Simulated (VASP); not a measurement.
Crystal: NaCl.

```xyz
2
Lattice="0.0000 2.7220 2.7220 2.7220 0.0000 2.7220 2.7220 2.7220 0.0000" Properties=species:S:1:pos:R:3 pbc="T T T"
Na    0.0000    0.0000    0.0000
Cl    2.7220    2.7220    2.7220
```

This cell differs from its parent crystal: strain -2.9%.

Program: VASP 6.6.1. Alike in all runs: task single point; potentials or basis VASP PAW PBE potentials, release 64 (Na_pv, Cl); no spin polarisation; cell as given; cutoff (eV) 520. Hardware: 1 thread of Intel(R) Xeon(R) 6975P-C (Granite Rapids), on a shared host.

Task: Order these runs on this cell by their wall time, lowest first.
A. level PBE; k mesh 8 × 8 × 8; smearing fermi-dirac 0.02 eV
B. level r2SCAN; k mesh 8 × 8 × 8; smearing gaussian 0.01 eV
C. level HSE06; k mesh 6 × 6 × 6; smearing gaussian 0.01 eV; grid for exact exchange (PRECFOCK) Normal; screening parameter 0.2079 1/Å

Result: A (8.6 s), B (38 s), C (570 s).
